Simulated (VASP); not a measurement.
# Li (P6_3/mmc) in VASP: further runs

Runs on Li. Level: PBEsol. Tasks: single point.

Everything below comes from runs of VASP 6.6.1. Logs are shortened: lines on timing, memory, paths and dates and some standing lists are left out, and cuts for length are marked.

## 1. The cell of the first run

Symmetry: P6_3/mmc, No. 194, hexagonal system. The conventional cell has a = 3.111 Å, b = 3.111 Å, c = 5.144 Å, α = 90.00°, β = 90.00°, γ = 120.00°. Li (site symmetry -6m2) has 12 Li at 3.11 to 3.14 Å within 4.1 Å.

This isn't the form of Li at room conditions, which is bcc.

## 2. Single point, PBEsol (zz strain of +1 %)

Contents of INCAR:

```
SYSTEM = Li
PREC = Accurate
ENCUT = 520
EDIFF = 1E-6
ISMEAR = -1
SIGMA = 0.08
LREAL = .False.
LASPH = .True.
NELM = 80
ALGO = Normal
ISIF = 2
LWAVE = .False.
LCHARG = .False.
GGA = PS
NBANDS = 10
```

Contents of KPOINTS:

```
Automatic mesh
0
Gamma
  15 15 8
  0 0 0
```

Contents of POSCAR:

```
Li
1.0
    3.1110021516      0.0000000000      0.0000000000
   -1.5555010758      2.6942068945      0.0000000000
    0.0000000000      0.0000000000      5.1439300000
Li
2
Direct
    0.3333333333      0.6666666667      0.2500000000
    0.6666666667      0.3333333333      0.7500000000
```

Potentials or basis: VASP PAW PBE potentials, release 64 (Li_sv).

Run with:

```bash
cat potpaw_PBE.64/Li_sv/POTCAR > POTCAR
mpirun -np 1 vasp_std > vasp.out
```

OUTCAR:

```text
SYSTEM = Li
   PREC = Accurate
   ENCUT = 520
   EDIFF = 1E-6
   ISMEAR = -1
   LREAL = .False.
   LASPH = .True.
   NELM = 80
   ISIF = 2
   GGA = PS

 ion  position               nearest neighbor table
   1  0.333  0.667  0.250-
   2  0.667  0.333  0.750-

  LATTYP: Found a hexagonal cell.
 ALAT       =     3.1110021516
 C/A-ratio  =     1.6534639802

  Lattice vectors:

 A1 = (   3.1110021516,   0.0000000000,   0.0000000000)
 A2 = (  -1.5555010758,   2.6942068945,   0.0000000000)
 A3 = (   0.0000000000,   0.0000000000,   5.1439300000)

Analysis of symmetry for initial positions (statically):
=====================================================================
 Subroutine PRICEL returns:
 Original cell was already a primitive cell.

 Routine SETGRP: Setting up the symmetry group for a
 hexagonal supercell.

 Subroutine GETGRP returns: Found 24 space group operations
 (whereof 12 operations were pure point group operations)
 out of a pool of 24 trial point group operations.

The static configuration has the point symmetry D_3d.
 The point group associated with its full space group is D_6h.

Analysis of symmetry for dynamics (positions and initial velocities):
=====================================================================
 Subroutine PRICEL returns:
 Original cell was already a primitive cell.

 Routine SETGRP: Setting up the symmetry group for a
 hexagonal supercell.

 Subroutine GETGRP returns: Found 24 space group operations
 (whereof 12 operations were pure point group operations)
 out of a pool of 24 trial point group operations.

The dynamic configuration has the point symmetry D_3d.
 The point group associated with its full space group is D_6h.

 Subroutine INISYM returns: Found 24 space group operations
 (whereof 12 operations are pure point group operations),
 and found     1 'primitive' translations

----------------------------------------------------------------------------------------

                                     Primitive cell

  volume of cell :      43.1148

  direct lattice vectors                    reciprocal lattice vectors
     3.111002152  0.000000000  0.000000000     0.321439829  0.185583372  0.000000000
    -1.555501076  2.694206895  0.000000000     0.000000000  0.371166744  0.000000000
     0.000000000  0.000000000  5.143930000     0.000000000  0.000000000  0.194403890

  length of vectors
     3.111002152  3.111002152  5.143930000     0.371166744  0.371166744  0.194403890

  position of ions in fractional coordinates (direct lattice)
     0.333333333  0.666666667  0.250000000
     0.666666667  0.333333333  0.750000000

  ion indices of the primitive-cell ions
   primitive index   ion index
                 1           1
                 2           2

----------------------------------------------------------------------------------------

 KPOINTS: Automatic mesh

Automatic generation of k-mesh.
 Grid dimensions read from file:
 generate k-points for:   15   15    8

 Generating k-lattice:

  Cartesian coordinates                     Fractional coordinates (reciprocal lattice)
     0.021429322  0.012372225  0.000000000     0.066666667  0.000000000  0.000000000
     0.000000000  0.024744450  0.000000000     0.000000000  0.066666667  0.000000000
     0.000000000  0.000000000  0.024300486     0.000000000  0.000000000  0.125000000

  Length of vectors
     0.024744450  0.024744450  0.024300486

  Shift w.r.t. Gamma in fractional coordinates (k-lattice)
     0.000000000  0.000000000  0.000000000

 Subroutine IBZKPT returns following result:
 ===========================================

 Found    135 irreducible k-points:

 Following reciprocal coordinates:
            Coordinates               Weight
  0.000000  0.000000  0.000000      1.000000
  0.066667 -0.000000  0.000000      6.000000
  0.133333 -0.000000  0.000000      6.000000
  0.200000 -0.000000  0.000000      6.000000
  0.266667 -0.000000  0.000000      6.000000
  0.333333 -0.000000  0.000000      6.000000
[... 16 lines left out ...]
  0.333333  0.200000  0.000000     12.000000
  0.400000  0.200000  0.000000      6.000000
 [... further k-points ...]
   k-points           NKPTS =    135   k-points in BZ     NKDIM =    135   number of bands    NBANDS=     10
   number of dos      NEDOS =    301   number of ions     NIONS =      2
   total plane-waves  NPLWV =  23040
   dimension x,y,z NGX =    24 NGY =   24 NGZ =   40
   dimension x,y,z NGXF=    48 NGYF=   48 NGZF=   80
   ions per type =               2
   NGX,Y,Z   is equivalent  to a cutoff of  12.83, 12.83, 12.93 a.u.
   NGXF,Y,Z  is equivalent  to a cutoff of  25.65, 25.65, 25.86 a.u.
 SYSTEM =  Li
   PREC   = accura    normal or accurate (medium, high low for compatibility)
   ISTART =      0    job   : 0-new  1-cont  2-samecut
   ICHARG =      2    charge: 1-file 2-atom 10-const
   ISPIN  =      1    spin polarized calculation?
   LNONCOLLINEAR =      F non collinear calculations
   LSORBIT =      F    spin-orbit coupling
   LASPH  =      T    aspherical Exc in radial PAW
   ENCUT  =  520.0 eV  38.22 Ry    6.18 a.u.   5.78  5.78  9.56*2*pi/ulx,y,z
   NELM   =     80;   NELMIN=  2; NELMDL= -5     # of ELM steps
   EDIFF  = 0.1E-05   stopping-criterion for ELM
   LREAL  =      F    real-space projection
   EDIFFG = 0.1E-04   stopping-criterion for IOM
   NSW    =      0    number of steps for IOM
   IBRION =     -1    ionic relax: 0-MD 1-quasi-New 2-CG
   NFREE  =      0    steps in history (QN), initial steepest desc. (CG)
   ISIF   =      2    stress and relaxation
   ISYM   =      2    0-nonsym 1-usesym 2-fastsym
   POTIM  = 0.5000    time-step for ionic-motion
   TEBEG  =    0.0;   TEEND  =   0.0 temperature during run
   PSTRESS=    0.0 pullay stress
   NELECT =       6.0000    total number of electrons
   NUPDOWN=      -1.0000    fix difference up-down
   EMIN   =  10.00;   EMAX   =-10.00  energy-range for DOS
   EFERMI =   0.00;   METHOD = LEGACY
   ISMEAR =    -1;   SIGMA  =   0.08  broadening in eV -4-tet -1-fermi 0-gaus
   EFERMI_NEDOS =   21; number of points for ismear=-14 and -15
   IALGO  =     38    algorithm
   IMIX   =      4    mixing-type and parameters
     AMIX     =   0.40;   BMIX     =  1.00
     AMIX_MAG =   1.60;   BMIX_MAG =  1.00
  volume/ion in A,a.u.               =      21.56       145.48
  Fermi-wavevector in a.u.,A,eV,Ry     =   0.848366  1.603179  9.792446  0.719725
  Thomas-Fermi vector in A             =   1.964018
   LORBIT       =      0    0 simple, 1 ext, 2 COOP (PROOUT), +10 PAW based schemes
   GGA     = PS    functional components
   LHFCALC =     F    Hartree Fock is set to
   AEXX    =    0.0000 exact exchange contribution
   IVDW    =     0    specifies the selected vdW correction
   LEPSILON=     F    determine dielectric tensor
   LRPA    =     F    only Hartree local field effects (RPA)
 non-spin polarized calculation
  energy-cutoff  :      520.00
  volume of cell :       43.11
 maximum number of plane-waves:      1184
 NGX is ok and might be reduce to    24
   NGX = 11   NGY = 11   NGZ = 19

 number of electron       5.9999985 magnetization

 Free energy of the ion-electron system (eV)
  ---------------------------------------------------
  ext. energy  EPLUGINS =         0.00000000
  ---------------------------------------------------
  free energy    TOTEN  =        -3.93791949 eV

  energy without entropy =       -3.91632451  energy(sigma->0) =       -3.92712200

 E-fermi :   0.4644     XC(G=0):  -6.8691

 val. band max:        0.4607367233   @ k =   0.4000   0.0667   0.3750
 cond. band min:       0.4725819268   @ k =   0.4000  -0.0000   0.5000
 fundamental gap:      0.0118452034
 Fermi energy:         0.4643815226

 k-point     1 :       0.0000    0.0000    0.0000
  band No.  band energies     occupation
      1     -45.5591      2.00000
      2     -45.5452      2.00000
      3      -3.0136      2.00000
      4       0.4057      1.35122
      5       3.1024      0.00000
      6      12.5529      0.00000
      7      12.5530      0.00000
      8      13.8744      0.00000
      9      13.8744      0.00000
     10      14.1358      0.00000

 k-point     2 :       0.0667   -0.0000    0.0000
  band No.  band energies     occupation
      1     -45.5586      2.00000
      2     -45.5449      2.00000
      3      -2.9442      2.00000
      4       0.4960      0.80493
      5       3.1326      0.00000
      6      11.7877      0.00000
      7      12.0290      0.00000
      8      13.8386      0.00000
      9      14.0847      0.00000
     10      14.1853      0.00000

 k-point     3 :       0.1333   -0.0000    0.0000
  band No.  band energies     occupation
      1     -45.5570      2.00000
      2     -45.5441      2.00000
      3      -2.7355      2.00000
      4       0.7668      0.04464
      5       3.2186      0.00000
      6      10.2339      0.00000
      7      11.1787      0.00000
      8      13.7022      0.00000
      9      13.7786      0.00000
     10      14.2715      0.00000

 k-point     4 :       0.2000   -0.0000    0.0000
  band No.  band energies     occupation
      1     -45.5546      2.00000
      2     -45.5428      2.00000
      3      -2.3872      2.00000
      4       1.2172      0.00016
      5       3.3373      0.00000
      6       8.5922      0.00000
      7      10.3840      0.00000
      8      12.7629      0.00000
      9      12.8436      0.00000
     10      13.8581      0.00000

 k-point     5 :       0.2667   -0.0000    0.0000
  band No.  band energies     occupation
      1     -45.5516      2.00000
      2     -45.5416      2.00000
      3      -1.9003      2.00000
      4       1.8459      0.00000
      5       3.4073      0.00000
      6       7.1616      0.00000
      7       9.7202      0.00000
      8      11.1340      0.00000
      9      11.3642      0.00000
     10      13.4591      0.00000

 k-point     6 :       0.3333   -0.0000    0.0000
  band No.  band energies     occupation
      1     -45.5486      2.00000
      2     -45.5405      2.00000
      3      -1.2788      2.00000
      4       2.6488      0.00000
      5       3.2021      0.00000
      6       6.2430      0.00000
      7       9.2119      0.00000
      8       9.4061      0.00000
      9      10.0073      0.00000
     10      13.0478      0.00000
[... 183 lines left out ...]
 k-point    21 :       0.2000    0.2000    0.0000
  band No.  band energies     occupation
      1     -45.5479      2.00000
      2     -45.5403      2.00000
      3      -1.1289      2.00000
      4       2.8284      0.00000
      5       3.6123      0.00000
      6       5.7489      0.00000
      7       7.4114      0.00000
      8      10.2347      0.00000
      9      11.3530      0.00000
     10      11.7992      0.00000

 k-point    22 :       0.2667    0.2000    0.0000
  band No.  band energies     occupation
      1     -45.5453      2.00000
      2     -45.5398      2.00000
      3      -0.4330      1.99997
      4       3.4210      0.00000
      5       3.7108      0.00000
      6       4.8383      0.00000
      7       6.8701      0.00000
      8       8.9460      0.00000
      9      10.6769      0.00000
     10      10.9960      0.00000

 k-point    23 :       0.3333    0.2000    0.0000
  band No.  band energies     occupation
      1     -45.5434      2.00000
      2     -45.5397      2.00000
      3       0.3735      1.51396
      4       2.6064      0.00000
      5       4.6342      0.00000
      6       4.7362      0.00000
      7       6.5263      0.00000
      8       7.5390      0.00000
      9      10.1793      0.00000
     10      10.5962      0.00000

 k-point    24 :       0.4000    0.2000    0.0000
  band No.  band energies     occupation
      1     -45.5425      2.00000
      2     -45.5398      2.00000
      3       0.9923      0.00272
      4       1.9139      0.00000
      5       4.6539      0.00000
      6       5.5595      0.00000
      7       6.3982      0.00000
      8       6.5728      0.00000
      9      10.0026      0.00000
     10      10.4773      0.00000

 [... further k-points ...]

------------------------ aborting loop because EDIFF is reached ----------------------------------------

  FORCE on cell =-STRESS in cart. coord.  units (eV):
  Direction    XX          YY          ZZ          XY          YZ          ZX
  --------------------------------------------------------------------------------------
  -------------------------------------------------------------------------------------
  Total       -0.2125952     -0.2125952     -0.2703422      0.0000000     -0.0000000      0.0000000
  in kB       -7.9001931     -7.9001931    -10.0461137      0.0000000     -0.0000000      0.0000000
  external PRESSURE =      -8.6155000 kB  Pullay stress =       0.0000000 kB

 VOLUME and BASIS-vectors are now :
 -----------------------------------------------------------------------------
  energy-cutoff  :      520.00
  volume of cell :       43.11
      direct lattice vectors                 reciprocal lattice vectors
     3.111002152  0.000000000  0.000000000     0.321439829  0.185583372  0.000000000
    -1.555501076  2.694206895  0.000000000     0.000000000  0.371166744  0.000000000
     0.000000000  0.000000000  5.143930000     0.000000000  0.000000000  0.194403890

 POSITION                                       TOTAL-FORCE (eV/Angst)
 -----------------------------------------------------------------------------------
     -0.00000      1.79614      1.28598         0.000000     -0.000000      0.000000
      1.55550      0.89807      3.85795        -0.000000      0.000000      0.000000
 -----------------------------------------------------------------------------------
    total drift:                               -0.000000      0.000000      0.000000

  FREE ENERGIE OF THE ION-ELECTRON SYSTEM (eV)
  ---------------------------------------------------
  free  energy   TOTEN  =        -3.9379194944 eV

  energy  without entropy=       -3.9163245139  energy(sigma->0) =       -3.92712200
```

Wall time 17 s (1 thread of Intel Xeon Platinum 8488C (Sapphire Rapids), shared host); peak memory 0.17 GiB.

Results:

| Item | Value |
| --- | --- |
| Free energy | -3.9379 eV |
| Band gap on the k mesh | zero (bands 3 and 4 overlap by 4.53 eV) |

Caveat: the cell differs from its parent crystal (zz strain of +1 %); the cutoff is under 1.25 times the usual one of these potentials, so pressure, stress and relaxed cells hold a basis-set (Pulay) error; the PAW data sets were made with another functional, which shifts forces and pressure a little.

## 3. Single point, PBEsol (zz strain of +3 %)

INCAR, as its differences from that of step 2:

```diff
@@ -8,3 +8,3 @@
 LASPH = .True.
-NELM = 80
+NELM = 60
 ALGO = Normal
```

Contents of KPOINTS:

```
regular mesh
0
Gamma
  15 15 8
  0 0 0
```

POSCAR, as its differences from that of step 2:

```diff
@@ -4,3 +4,3 @@
    -1.5555010758      2.6942068945      0.0000000000
-    0.0000000000      0.0000000000      5.1439300000
+    0.0000000000      0.0000000000      5.2457900000
 Li
```

Potentials or basis: VASP PAW PBE potentials, release 64 (Li_sv).

Run with:

```bash
cat potpaw_PBE.64/Li_sv/POTCAR > POTCAR
mpirun -np 1 vasp_std > vasp.out
```

It took 17 s on 1 thread of Intel Xeon Platinum 8488C (Sapphire Rapids), shared host; peak memory 0.17 GiB.

It converged, with:

```
Free energy            : -3.9319 eV
Band gap on the k mesh : zero (bands 3 and 4 overlap by 4.57 eV)
```

Levels at points of the mesh, in eV from the Fermi level:
| k point | band 1 | band 2 | band 3 | band 4 | band 5 | band 6 | band 7 | band 8 |
| --- | --- | --- | --- | --- | --- | --- | --- | --- |
| (0.00, 0.00, 0.00) | -46.06 | -46.05 | -3.46 | -0.15 | 2.42 | 12.14 | 12.14 | 13.14 |
| (0.00, 0.00, 0.50) | -46.06 | -46.06 | -2.42 | -2.42 | 7.07 | 7.07 | 12.94 | 12.94 |

Caveat: the cell differs from its parent crystal (zz strain of +3 %); the cutoff is under 1.25 times the usual one of these potentials, so pressure, stress and relaxed cells hold a basis-set (Pulay) error; the PAW data sets were made with another functional, which shifts forces and pressure a little.

## 4. Single point, PBEsol (21.98 Å³/atom)

This run uses another cell than the first one, of 21.98 Å³/atom.

Contents of INCAR:

```
SYSTEM = Li
PREC = Accurate
ENCUT = 520
EDIFF = 1E-6
ISMEAR = -1
SIGMA = 0.08
LREAL = .False.
LASPH = .True.
NELM = 80
ALGO = Normal
ISIF = 2
LWAVE = .False.
LCHARG = .True.
GGA = PS
LELF = .True.
LVHAR = .True.
NBANDS = 10
```

Contents of KPOINTS:

```
Automatic mesh
0
Gamma
  15 15 8
  0 0 0
```

Contents of POSCAR:

```
Li
1.0
    3.1418061564      0.0000000000      0.0000000000
   -1.5709030782      2.7208839452      0.0000000000
    0.0000000000      0.0000000000      5.1434290222
Li
2
Direct
    0.3333333333      0.6666666667      0.2500000000
    0.6666666667      0.3333333333      0.7500000000
```

Run with:

```bash
cat potpaw_PBE.64/Li_sv/POTCAR > POTCAR
mpirun -np 1 vasp_std > vasp.out
```

Run time: 19 s. Hardware: 1 thread of Intel Xeon Platinum 8488C (Sapphire Rapids), shared host; peak memory 0.18 GiB.

Results (log left out):

```
Free energy            : -3.9336 eV
Band gap on the k mesh : zero (bands 3 and 4 overlap by 4.45 eV)
```

Levels at points of the mesh, in eV from the Fermi level:
| k point | band 1 | band 2 | band 3 | band 4 | band 5 | band 6 | band 7 |
| --- | --- | --- | --- | --- | --- | --- | --- |
| (0.00, 0.00, 0.00) | -46.06 | -46.04 | -3.45 | 0.00 | 2.66 | 11.82 | 11.82 |
| (0.00, 0.00, 0.50) | -46.05 | -46.05 | -2.37 | -2.37 | 7.50 | 7.50 | 12.67 |

Caveat: the cutoff is under 1.25 times the usual one of these potentials, so pressure, stress and relaxed cells hold a basis-set (Pulay) error; the PAW data sets were made with another functional, which shifts forces and pressure a little.

## 5. Single point, PBEsol (22.20 Å³/atom)

This run uses another cell than the first one, of 22.20 Å³/atom.

Contents of INCAR:

```
ALGO = Normal
EDIFF = 1E-7
ENCUT = 520
GGA = PS
ISIF = 2
ISMEAR = -1
LASPH = T
LCHARG = F
LREAL = F
LWAVE = F
NBANDS = 10
NELM = 60
PREC = Accurate
SIGMA = 0.08
```

Contents of KPOINTS:

```
k-points
0
Gamma
  15 15 8
```

Contents of POSCAR:

```
Li
1.0
    3.1519410852      0.0000000000      0.0000000000
   -1.5759705426      2.7296610510      0.0000000000
    0.0000000000      0.0000000000      5.1600208437
Li
2
Direct
    0.3333333333      0.6666666667      0.2500000000
    0.6666666667      0.3333333333      0.7500000000
```

Run with:

```bash
cat potpaw_PBE.64/Li_sv/POTCAR > POTCAR
mpirun -np 1 vasp_std > vasp.out
```

It took 20 s on 1 thread of Intel Xeon Platinum 8488C (Sapphire Rapids), shared host; peak memory 0.18 GiB.

The run converged. Its results:

```yaml
Free_energy: -3.9310 eV
Band_gap_on_the_k_mesh: zero (bands 3 and 4 overlap by 4.43 eV)
```

Levels at points of the mesh, in eV from the Fermi level:
| k point | band 1 | band 2 | band 3 | band 4 | band 5 | band 6 | band 7 |
| --- | --- | --- | --- | --- | --- | --- | --- |
| (0.00, 0.00, 0.00) | -46.07 | -46.06 | -3.44 | 0.01 | 2.63 | 11.74 | 11.74 |
| (0.00, 0.00, 0.50) | -46.07 | -46.07 | -2.37 | -2.37 | 7.45 | 7.45 | 12.59 |

Caveat: the cutoff is under 1.25 times the usual one of these potentials, so pressure, stress and relaxed cells hold a basis-set (Pulay) error; the PAW data sets were made with another functional, which shifts forces and pressure a little.

## 6. The runs side by side

```tsv
cell	gap on the mesh (eV)
a = 3.111, b = 3.111, c = 5.144 Å, angles 90.0, 90.0, 120.0°, 2 atoms	none
a = 3.111, b = 3.111, c = 5.246 Å, angles 90.0, 90.0, 120.0°, 2 atoms	none
a = 3.142, b = 3.142, c = 5.143 Å, angles 90.0, 90.0, 120.0°, 2 atoms	none
a = 3.152, b = 3.152, c = 5.160 Å, angles 90.0, 90.0, 120.0°, 2 atoms	none
```

Alike in all rows: task single point; level PBEsol; potentials or basis VASP PAW PBE potentials, release 64 (Li_sv); no spin polarisation; k mesh 15 × 15 × 8; cutoff (eV) 520; smearing fermi-dirac 0.08 eV.

Caveats: the cutoff is under 1.25 times the usual one of these potentials, so pressure, stress and relaxed cells hold a basis-set (Pulay) error; the PAW data sets were made with another functional, which shifts forces and pressure a little.

Absolute energies hang on the potentials; compare differences alone.

The gap in the log of VASP goes by the Fermi energy; the results here count the filled bands.